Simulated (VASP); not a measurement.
Runs of VASP 6.6.1 on Ge. The structure is cubic, space group Fd-3m (No. 227). Conventional cell: a = 5.674 Å, b = 5.674 Å, c = 5.674 Å, α = 90.00°, β = 90.00°, γ = 90.00°. Ge (site symmetry -43m) has 4 Ge at 2.46 Å within 3.2 Å. 

```tsv
level	spin	k mesh	cutoff (eV)	smearing	gap on the mesh (eV)	pressure (GPa)
PBE	off	6 × 6 × 6	520	fermi-dirac 0.02 eV	none	3.0
PBE	off	6 × 6 × 6	500	methfessel-paxton 0.05 eV	none	3.0
PBE	off	6 × 6 × 6	500	methfessel-paxton 0.5 eV	none	2.9
PBE	off	6 × 6 × 6	500	gaussian 0.001 eV	none	3.0
PBE	off	6 × 6 × 6	500	gaussian 0.01 eV	none	3.0
PBE	off	6 × 6 × 6	500	methfessel-paxton 0.001 eV	none	3.0
PBE	collinear, zero start	6 × 6 × 6	500	fermi-dirac 0.02 eV	none	3.0
PBE	off	4 × 4 × 4	500	fermi-dirac 0.02 eV	none	3.8
PBE+D3(BJ)	off	6 × 6 × 6	500	fermi-dirac 0.02 eV	none	(a)
```

Alike in all rows: task single point; potentials or basis VASP PAW PBE potentials, release 64 (Ge_d); cell as given.

Q: Estimate the missing entries.

A: (a) 0.8.

Caveats: some runs use coarse meshes; pairwise dispersion overbinds metals, which lowers pressure and volume (some runs).

A k mesh can miss the band edges, and the runs leave out spin-orbit coupling on Ge.

A gap of «none» marks levels without a gap at the run's occupations.
